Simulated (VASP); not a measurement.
Input of a VASP 6.6.1 run:

File INCAR:

```
ALGO     = Normal         # electronic algorithm
EDIFF    = 1E-6           # SCF threshold, eV
ENCUT    = 1340           # plane-wave cutoff, eV
GGA      = PE             # functional
GGA_COMPAT= F            
ISIF     = 2              # what is computed and relaxed
ISMEAR   = 0              # smearing method
LASPH    = T              # aspherical terms in the spheres
LCHARG   = F              # write CHGCAR
LREAL    = F              # projectors in reciprocal space
LWAVE    = F              # write WAVECAR
NBANDS   = 28             # bands
NELM     = 120            # most SCF steps
PREC     = Accurate       # precision mode
SIGMA    = 0.05           # smearing width, eV
```

Contents of KPOINTS:

```
k-points
0
Gamma
  8 8 8
```

POSCAR

```
BaTiO3
1.0
    3.8584625870      0.0000000000      0.0000000000
    0.0000000000      3.8584625870      0.0000000000
    0.0000000000      0.0000000000      3.8585100676
Ba Ti O
1 1 3
Direct
    0.0000000000      0.0000000000      0.0000000000
    0.5000000000      0.5000000000      0.5000000000
    0.5000000000      0.5000000000      0.0000000000
    0.5000000000      0.0000000000      0.5000000000
    0.0000000000      0.5000000000      0.5000000000
```

Potentials or basis: VASP PAW PBE potentials, release 64 (Ba_sv, Ti_sv, O_h).

Run with:

```console
$ cat potpaw_PBE.64/Ba_sv/POTCAR potpaw_PBE.64/Ti_sv/POTCAR potpaw_PBE.64/O_h/POTCAR > POTCAR
$ mpirun -np 1 vasp_std > vasp.out
```

(1) Estimate the band gap on the k mesh.

(2) Predict the pressure.

Results:

(1) 1.96 eV (least direct gap 1.98 eV).

(2) 28.7 GPa.

Caveat: the cell differs from its parent crystal (strain -0.040 along x and y, -0.040 along z); the cell stands under pressure; spin-orbit coupling is left out, which moves the levels of the heavy elements.
